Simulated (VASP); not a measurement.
Crystal: Be2C.

```xyz
3
Lattice="0.0000 2.1642 2.1642 2.1642 0.0000 2.1642 2.1642 2.1642 0.0000" Properties=species:S:1:pos:R:3 pbc="T T T"
Be    3.2463    3.2463    3.2463
Be    1.0821    1.0821    1.0821
C     0.0000    0.0000    0.0000
```

```yaml
Program: VASP 6.6.1
Task: relaxation of cell and atoms
Functional: LDA
Potentials_or_basis: VASP PAW LDA potentials, release 64 (Be, C)
Cutoff: 600 eV
k_mesh: 10 × 10 × 10
Occupations: fermi-dirac, width 0.02 eV
Spin: no spin polarisation
```

At the start: pressure -8.0 GPa; volume 6.76 Å³/atom.

Question: How do energy, volume and symmetry change on relaxing?

Answer: Over 3 steps the energy falls by 6.8 meV/atom and the volume is 6.49 Å³/atom (-3.9 %); space group Fm-3m (No. 225, to 0.05 Å).

The path:
```tsv
step	energy change (eV)	largest force (eV/Å)	pressure (GPa)	volume (Å³)
1	0.0000	0.0000	-8.01	20.27
2	-0.0192	0.0000	2.09	19.30
3	-0.0204	0.0000	0.01	19.48
```

Final structure:
```
CELL_PARAMETERS angstrom
0.00000 2.13564 2.13564
2.13564 0.00000 2.13564
2.13564 2.13564 0.00000
ATOMIC_POSITIONS crystal
Be 0.75000 0.75000 0.75000
Be 0.25000 0.25000 0.25000
C 0.00000 0.00000 0.00000
```
